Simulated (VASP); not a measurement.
A run of VASP 6.6.1:

The input INCAR:

```
ALGO = Normal
EDIFF = 1E-6
ENCUT = 500
GGA = RE
GGA_COMPAT = F
ISIF = 2
ISMEAR = -1
ISPIN = 2
LASPH = T
LCHARG = F
LMAXMIX = 4
LORBIT = 11
LREAL = F
LWAVE = F
MAGMOM = 1.5 1.5 -1.5 -1.5
NBANDS = 36
NELM = 200
PREC = Accurate
SIGMA = 0.05
```

File KPOINTS:

```
k-points
0
Gamma
  16 16 4
```

The input POSCAR:

```
Cr
1.0
    2.6061582202      0.0000000000      0.0000000000
   -1.3030791101      2.2569992250      0.0000000000
    0.0000000000      0.0000000000      9.2029703683
Cr
4
Direct
    1.0000000000      1.0000000000      0.0000000000
    1.0000000000      1.0000000000      0.5000000000
    0.3333333333      0.6666666667      0.2500000000
    0.6666666667      0.3333333333      0.7500000000
```

Potentials or basis: VASP PAW PBE potentials, release 64 (Cr_pv).

Run with:

```sh
$ cat potpaw_PBE.64/Cr_pv/POTCAR > POTCAR
$ mpirun -np 1 vasp_std > vasp.out
```

Hardware: 1 thread of Intel Xeon 8259CL (shared host).

Task: Estimate the wall time of this run.

Result: Run time: 11 min on 1 thread of Intel Xeon 8259CL, on a shared host, peak memory 0.34 GiB. Counts: scf iterations 22, k points 90.
